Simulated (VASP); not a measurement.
Wanted: the native input for a VASP 6.6.1 run.

```
Task                   : single point
Functional             : revPBE
Potentials or basis    : VASP PAW PBE potentials, release 64 (Bi_d)
Cutoff                 : 520 eV
k mesh                 : 7 × 7 × 11
Occupations            : fermi-dirac, width 0.1 eV
Spin                   : no spin polarisation
Dipole correction      : no
Further INCAR settings : ALGO = Normal; EDIFF = 1e-06; NBANDS = 30
```

The structure of Bi lies in POSCAR:

```
Bi
1.0
    5.9966707461      0.0000000000      0.0000000000
   -2.9983353731      5.1932692042      0.0000000000
    0.0000000000      0.0000000000      3.5263661146
Bi
3
Direct
    0.0000000000      0.0000000000      0.0000000000
    0.3333333333      0.6666666667      0.5000000000
    0.6666666667      0.3333333333      0.5000000000
```

This isn't the form of Bi at room conditions, which is rhombohedral.

The input as run:

INCAR

```
SYSTEM = Bi
ALGO     = Normal         ! electronic algorithm
EDIFF    = 1E-6           ! SCF threshold, eV
ENCUT    = 520            ! plane-wave cutoff, eV
GGA      = RE             ! functional
ISIF     = 2              ! what is computed and relaxed
ISMEAR   = -1             ! smearing method
LASPH    = .TRUE.         ! aspherical terms in the spheres
LCHARG   = .FALSE.        ! write CHGCAR
LREAL    = .FALSE.        ! projectors in reciprocal space
LWAVE    = .FALSE.        ! write WAVECAR
NBANDS   = 30             ! bands
NELM     = 60             ! most SCF steps
PREC     = Accurate       ! precision mode
SIGMA    = 0.1            ! smearing width, eV
```

KPOINTS

```
k-points
0
G
  7 7 11
  0 0 0
```

Potentials or basis: VASP PAW PBE potentials, release 64 (Bi_d).

Launch:

```bash
$ cat potpaw_PBE.64/Bi_d/POTCAR > POTCAR
$ mpirun -np 1 vasp_std > vasp.out
```

Results of the run:

| Property | Result |
| --- | --- |
| Pressure | -4.1 GPa |
| Band gap on the k mesh | zero (an odd number of electrons rules out a gap without spin polarisation) |

Caveat: the cell stands under tension; the PAW data sets were made with another functional, which shifts forces and pressure a little; spin-orbit coupling is left out, which moves the levels of the heavy elements.

Wall time 2.6 min on 1 thread of Intel(R) Xeon(R) Platinum 8259CL CPU @ 2.50GHz (Skylake/Cascade Lake), on a shared host, peak memory 0.3 GiB.
